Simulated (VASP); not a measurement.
# YbCuOs3 (I4mm) in VASP: single point with r2SCAN

Aim: the single point of YbCuOs3 with r2SCAN.

All numbers are computed with VASP 6.6.1; they aren't measurements. Logs are shortened: lines on timing, memory, paths and dates and some standing lists are left out, and cuts for length are marked.

## Step 1: The cell of the first run

Symmetry: I4mm, No. 107, tetragonal system. The conventional cell has a = 3.973 Å, b = 3.973 Å, c = 9.760 Å, α = 90.00°, β = 90.00°, γ = 90.00°. Yb (site symmetry 4mm) has 13 Os at 3.02 to 3.77 Å and 5 Cu at 3.02 to 3.76 Å and 4 Yb at 3.97 Å within 4.0 Å. Within 2.9 Å of Cu (site symmetry 4mm) lie 5 Os at 2.23 to 2.39 Å. Os (site symmetry 2mm) has 6 Os at 2.39 to 2.81 Å and 2 Cu at 2.39 Å and 4 Yb at 3.14 to 3.15 Å within 3.2 Å. Within 2.9 Å of Os (site symmetry 4mm) lie 1 Cu at 2.23 Å and 4 Os at 2.39 Å.

## Step 2: Single point, r2SCAN

POSCAR

```
YbCuOs3
1.0
    0.0000000000      3.9729790000      0.0000000000
    3.9729790000      0.0000000000      0.0000000000
    1.9864900000      1.9864900000     -4.8799380000
Yb Cu Os
1 1 3
Direct
    0.1365000000      0.1365000000      0.7270000000
    0.5221000000      0.5221000000      0.9558000000
    0.8858000000      0.3858000000      0.2284000000
    0.3858000000      0.8858000000      0.2284000000
    0.7504000000      0.7504000000      0.4992000000
```

INCAR.step1

```
SYSTEM = YbCuOs3
ALGO = Normal
EDIFF = 1E-4
ENCUT = 520
GGA = PE
ISMEAR = -1
LASPH = .True.
LCHARG = .False.
LREAL = .False.
LWAVE = .True.
NBANDS = 38
NELM = 60
PREC = Accurate
SIGMA = 0.0408
```

INCAR.step2

```
SYSTEM = YbCuOs3
ALGO = Normal
EDIFF = 1E-6
ENCUT = 520
ISIF = 2
ISMEAR = -1
ISTART = 1
LASPH = .True.
LCHARG = .True.
LELF = .True.
LMIXTAU = .True.
LREAL = .False.
LVHAR = .True.
LWAVE = .False.
METAGGA = R2SCAN
NBANDS = 38
NELM = 60
PREC = Accurate
SIGMA = 0.0408
```

KPOINTS

```
k-points
0
Gamma
  6 6 6
  0 0 0
```

Potentials or basis: VASP PAW PBE potentials, release 64 (Yb, Cu, Os).

Run with:

```console
cat potpaw_PBE.64/Yb/POTCAR potpaw_PBE.64/Cu/POTCAR potpaw_PBE.64/Os/POTCAR > POTCAR
cp INCAR.step1 INCAR
mpirun -np 1 vasp_std > vasp.out
cp INCAR.step2 INCAR
mpirun -np 1 vasp_std > vasp.out
```

OUTCAR:

```text
SYSTEM = YbCuOs3
   EDIFF = 1E-6
   ENCUT = 520
   ISIF = 2
   ISMEAR = -1
   ISTART = 1
   LASPH = .True.
   LREAL = .False.
   METAGGA = R2SCAN
   NELM = 60
   PREC = Accurate

 ion  position               nearest neighbor table
   1  0.136  0.136  0.727-   5 3.02   5 3.02   5 3.02   5 3.02   2 3.02   2 3.02   2 3.02   2 3.02
                             3 3.14   4 3.14   3 3.14   4 3.14   3 3.15   4 3.15   4 3.15   3 3.15
   2  0.522  0.522  0.956-   5 2.23   4 2.39   3 2.39   4 2.39   3 2.39   1 3.02   1 3.02   1 3.02
                             1 3.02
   3  0.886  0.386  0.228-   5 2.39   5 2.39   2 2.39   2 2.39   4 2.81   4 2.81   4 2.81   4 2.81
                             1 3.14   1 3.14   1 3.15   1 3.15
   4  0.386  0.886  0.228-   5 2.39   5 2.39   2 2.39   2 2.39   3 2.81   3 2.81   3 2.81   3 2.81
                             1 3.14   1 3.14   1 3.15   1 3.15
   5  0.750  0.750  0.499-   2 2.23   3 2.39   4 2.39   3 2.39   4 2.39   1 3.02   1 3.02   1 3.02
                             1 3.02

  LATTYP: Found a body centered tetragonal cell.
 ALAT       =     3.9729790000
 C/A-ratio  =     2.4565637019

  Lattice vectors:

 A1 = (  -1.9864900000,   1.9864890000,   4.8799380000)
 A2 = (   1.9864890000,  -1.9864900000,   4.8799380000)
 A3 = (   1.9864900000,   1.9864900000,  -4.8799380000)

Analysis of symmetry for initial positions (statically):
=====================================================================
 Subroutine PRICEL returns:
 Original cell was already a primitive cell.

 Routine SETGRP: Setting up the symmetry group for a
 body centered tetragonal supercell.

 Subroutine GETGRP returns: Found  8 space group operations
 (whereof  8 operations were pure point group operations)
 out of a pool of 16 trial point group operations.

The static configuration has the point symmetry C_4v.

Analysis of symmetry for dynamics (positions and initial velocities):
=====================================================================
 Subroutine PRICEL returns:
 Original cell was already a primitive cell.

 Routine SETGRP: Setting up the symmetry group for a
 body centered tetragonal supercell.

 Subroutine GETGRP returns: Found  8 space group operations
 (whereof  8 operations were pure point group operations)
 out of a pool of 16 trial point group operations.

The dynamic configuration has the point symmetry C_4v.

 Subroutine INISYM returns: Found  8 space group operations
 (whereof  8 operations are pure point group operations),
 and found     1 'primitive' translations

----------------------------------------------------------------------------------------

                                     Primitive cell

  volume of cell :      77.0277

  direct lattice vectors                    reciprocal lattice vectors
     0.000000000  3.972979000  0.000000000     0.000000000  0.251700298  0.102460344
     3.972979000  0.000000000  0.000000000     0.251700298  0.000000000  0.102460344
     1.986490000  1.986490000 -4.879938000     0.000000000  0.000000000 -0.204920636

  length of vectors
     3.972979000  3.972979000  5.630815210     0.271755703  0.271755703  0.204920636

  position of ions in fractional coordinates (direct lattice)
     0.136500000  0.136500000  0.727000000
     0.522100000  0.522100000  0.955800000
     0.885800000  0.385800000  0.228400000
     0.385800000  0.885800000  0.228400000
     0.750400000  0.750400000  0.499200000

  ion indices of the primitive-cell ions
   primitive index   ion index
                 1           1
                 2           2
                 3           3
                 4           4
                 5           5

----------------------------------------------------------------------------------------

 KPOINTS: k-points

Automatic generation of k-mesh.
 Grid dimensions read from file:
 generate k-points for:    6    6    6

 Generating k-lattice:

  Cartesian coordinates                     Fractional coordinates (reciprocal lattice)
     0.000000000  0.041950050  0.017076724     0.166666667  0.000000000  0.000000000
     0.041950050  0.000000000  0.017076724     0.000000000  0.166666667  0.000000000
     0.000000000  0.000000000 -0.034153439     0.000000000  0.000000000  0.166666667

  Length of vectors
     0.045292617  0.045292617  0.034153439

  Shift w.r.t. Gamma in fractional coordinates (k-lattice)
     0.000000000  0.000000000  0.000000000

 Subroutine IBZKPT returns following result:
 ===========================================

 Found     30 irreducible k-points:

 Following reciprocal coordinates:
            Coordinates               Weight
  0.000000  0.000000  0.000000      1.000000
  0.166667  0.000000 -0.000000      8.000000
  0.333333  0.000000  0.000000      8.000000
  0.500000  0.000000 -0.000000      4.000000
  0.166667  0.166667 -0.000000      8.000000
  0.333333  0.166667 -0.000000     16.000000
[... 16 lines left out ...]
 -0.333333 -0.333333  0.166667      4.000000
 -0.166667 -0.333333  0.166667     16.000000
 [... further k-points ...]
   k-points           NKPTS =     30   k-points in BZ     NKDIM =     30   number of bands    NBANDS=     38
   number of dos      NEDOS =    301   number of ions     NIONS =      5
   total plane-waves  NPLWV =  37800
   dimension x,y,z NGX =    30 NGY =   30 NGZ =   42
   dimension x,y,z NGXF=    60 NGYF=   60 NGZF=   84
   ions per type =               1   1   3
   NGX,Y,Z   is equivalent  to a cutoff of  12.55, 12.55, 12.40 a.u.
   NGXF,Y,Z  is equivalent  to a cutoff of  25.11, 25.11, 24.80 a.u.
 SYSTEM =  YbCuOs3
   PREC   = accura    normal or accurate (medium, high low for compatibility)
   ISTART =      1    job   : 0-new  1-cont  2-samecut
   ICHARG =      0    charge: 1-file 2-atom 10-const
   ISPIN  =      1    spin polarized calculation?
   LNONCOLLINEAR =      F non collinear calculations
   LSORBIT =      F    spin-orbit coupling
   LASPH  =      T    aspherical Exc in radial PAW
   ENCUT  =  520.0 eV  38.22 Ry    6.18 a.u.   7.39  7.39 10.47*2*pi/ulx,y,z
   NELM   =     60;   NELMIN=  2; NELMDL=  0     # of ELM steps
   EDIFF  = 0.1E-05   stopping-criterion for ELM
   LREAL  =      F    real-space projection
   EDIFFG = 0.1E-04   stopping-criterion for IOM
   NSW    =      0    number of steps for IOM
   IBRION =     -1    ionic relax: 0-MD 1-quasi-New 2-CG
   NFREE  =      0    steps in history (QN), initial steepest desc. (CG)
   ISIF   =      2    stress and relaxation
   ISYM   =      2    0-nonsym 1-usesym 2-fastsym
   POTIM  = 0.5000    time-step for ionic-motion
   TEBEG  =    0.0;   TEEND  =   0.0 temperature during run
   PSTRESS=    0.0 pullay stress
   NELECT =      59.0000    total number of electrons
   NUPDOWN=      -1.0000    fix difference up-down
   EMIN   =  10.00;   EMAX   =-10.00  energy-range for DOS
   EFERMI =   0.00;   METHOD = LEGACY
   ISMEAR =    -1;   SIGMA  =   0.04  broadening in eV -4-tet -1-fermi 0-gaus
   EFERMI_NEDOS =   21; number of points for ismear=-14 and -15
   IALGO  =     38    algorithm
   IMIX   =      4    mixing-type and parameters
     AMIX     =   0.40;   BMIX     =  1.00
     AMIX_MAG =   1.60;   BMIX_MAG =  1.00
  volume/ion in A,a.u.               =      15.41       103.96
  Fermi-wavevector in a.u.,A,eV,Ry     =   1.497878  2.830580 30.526571  2.243640
  Thomas-Fermi vector in A             =   2.609710
   LORBIT       =      0    0 simple, 1 ext, 2 COOP (PROOUT), +10 PAW based schemes
   METAGGA = R2SCAN    functional components
   LHFCALC =     F    Hartree Fock is set to
   AEXX    =    0.0000 exact exchange contribution
   IVDW    =     0    specifies the selected vdW correction
   LEPSILON=     F    determine dielectric tensor
   LRPA    =     F    only Hartree local field effects (RPA)
 non-spin polarized calculation
  energy-cutoff  :      520.00
  volume of cell :       77.03
 maximum number of plane-waves:      2115
 NGX is ok and might be reduce to    30
   NGX = 15   NGY = 15   NGZ = 21

 number of electron      58.9999995 magnetization

 Free energy of the ion-electron system (eV)
  ---------------------------------------------------
  ext. energy  EPLUGINS =         0.00000000
  ---------------------------------------------------
  free energy    TOTEN  =      -202.96560445 eV

  energy without entropy =     -202.93290726  energy(sigma->0) =     -202.94925586

 E-fermi :   7.1412     XC(G=0): -14.1365

 val. band max:        7.1260636771   @ k =  -0.1667   0.5000   0.1667
 cond. band min:       7.1680170958   @ k =  -0.3333   0.0000   0.1667
 fundamental gap:      0.0419534186
 Fermi energy:         7.1412381854

 k-point     1 :       0.0000    0.0000    0.0000
  band No.  band energies     occupation
      1     -45.7788      2.00000
      2     -17.4652      2.00000
      3     -17.4059      2.00000
      4     -17.4059      2.00000
      5      -2.9405      2.00000
      6       0.2703      2.00000
[... 30 lines left out ...]
     37      10.9965      0.00000
     38      13.4964      0.00000

 k-point     2 :       0.1667    0.0000   -0.0000
  band No.  band energies     occupation
      1     -45.7781      2.00000
      2     -17.4638      2.00000
      3     -17.4348      2.00000
      4     -17.4053      2.00000
      5      -2.4872      2.00000
      6       0.4588      2.00000
[... 30 lines left out ...]
     37      10.8284      0.00000
     38      13.0916      0.00000

 k-point     3 :       0.3333    0.0000    0.0000
  band No.  band energies     occupation
      1     -45.7767      2.00000
      2     -17.4923      2.00000
      3     -17.4592      2.00000
      4     -17.4039      2.00000
      5      -1.2815      2.00000
      6       0.6739      2.00000
[... 30 lines left out ...]
     37      11.6477      0.00000
     38      13.2242      0.00000

 k-point     4 :       0.5000    0.0000   -0.0000
  band No.  band energies     occupation
      1     -45.7761      2.00000
      2     -17.5197      2.00000
      3     -17.4573      2.00000
      4     -17.4032      2.00000
      5      -0.0695      2.00000
      6       0.5311      2.00000
[... 30 lines left out ...]
     37      12.6864      0.00000
     38      13.6189      0.00000
[... 703 lines left out ...]
      4     -17.4265      2.00000
      5      -0.1177      2.00000
      6       0.4603      2.00000
[... 30 lines left out ...]
     37      11.7699      0.00000
     38      12.6319      0.00000

 k-point    23 :      -0.3333   -0.3333    0.1667
  band No.  band energies     occupation
      1     -45.7751      2.00000
      2     -17.4778      2.00000
      3     -17.4771      2.00000
      4     -17.4578      2.00000
      5      -0.3397      2.00000
      6       0.6275      2.00000
[... 30 lines left out ...]
     37      11.4682      0.00000
     38      12.2469      0.00000

 k-point    24 :      -0.1667   -0.3333    0.1667
  band No.  band energies     occupation
      1     -45.7761      2.00000
      2     -17.4860      2.00000
      3     -17.4634      2.00000
      4     -17.4278      2.00000
      5      -0.5450      2.00000
      6       0.3164      2.00000
[... 30 lines left out ...]
     37      12.7707      0.00000
     38      12.8839      0.00000

 [... further k-points ...]
[... 5 lines left out ...]
  --------------------------------------------------------------------------------------
  -------------------------------------------------------------------------------------
  Total       14.3379511     14.3379511     17.5240164      0.0000000     -0.0000018     -0.0000018
  in kB      298.2296608    298.2296608    364.4998794      0.0000000     -0.0000373     -0.0000373
  external PRESSURE =     320.3197337 kB  Pullay stress =       0.0000000 kB

 VOLUME and BASIS-vectors are now :
 -----------------------------------------------------------------------------
  energy-cutoff  :      520.00
  volume of cell :       77.03
      direct lattice vectors                 reciprocal lattice vectors
     0.000000000  3.972979000  0.000000000     0.000000000  0.251700298  0.102460344
     3.972979000  0.000000000  0.000000000     0.251700298  0.000000000  0.102460344
     1.986490000  1.986490000 -4.879938000     0.000000000  0.000000000 -0.204920636

 POSITION                                       TOTAL-FORCE (eV/Angst)
 -----------------------------------------------------------------------------------
      1.98649      1.98649     -3.54771         0.000000      0.000000     -0.408669
      3.97298      3.97298     -4.66424        -0.000000     -0.000000      0.870617
      1.98649      3.97298     -1.11458         0.000000      0.000000     -0.606930
      3.97298      1.98649     -1.11458         0.000000      0.000000     -0.606930
      3.97298      3.97298     -2.43607        -0.000000     -0.000000      0.751913
 -----------------------------------------------------------------------------------
    total drift:                                0.000244      0.000244     -0.007886

  FREE ENERGIE OF THE ION-ELECTRON SYSTEM (eV)
  ---------------------------------------------------
  free  energy   TOTEN  =      -202.9656044477 eV

  energy  without entropy=     -202.9329072632  energy(sigma->0) =     -202.94925586
```

It took 8.5 min on 1 thread of Intel Xeon 6975P-C (Granite Rapids), shared host; peak memory 0.26 GiB.

Results:

```
Free energy   : -202.9656 eV
Pressure      : 32.0 GPa
Largest force : 0.871 eV/Å
```

Forces on the atoms (eV/Å):
```
Yb   0.000  0.000 -0.409
Cu   0.000  0.000  0.871
Os   0.000  0.000 -0.607
Os   0.000  0.000 -0.607
Os   0.000  0.000  0.752
```

Levels at points of the mesh, in eV from the Fermi level:
```tsv
k point	band 27	band 28	band 29	band 30	band 31	band 32
(0.00, 0.00, 0.00)	-0.41	-0.39	-0.39	0.12	0.41	1.01
(0.50, 0.00, 0.00)	-0.54	-0.51	-0.46	-0.18	0.03	0.66
(0.50, 0.50, 0.00)	-0.52	-0.40	-0.12	0.32	0.34	0.93
(0.00, 0.00, 0.50)	-0.44	-0.20	0.05	0.05	0.75	1.62
```

Caveat: the PAW data sets were made with another functional, which shifts forces and pressure a little; spin-orbit coupling is left out, which moves the levels of the heavy elements; without U or exact exchange the open f shell lies at the Fermi level, which spoils levels, moments and volumes. Spin polarisation is off, so any magnetic state and its effect on volume and gap are missing.
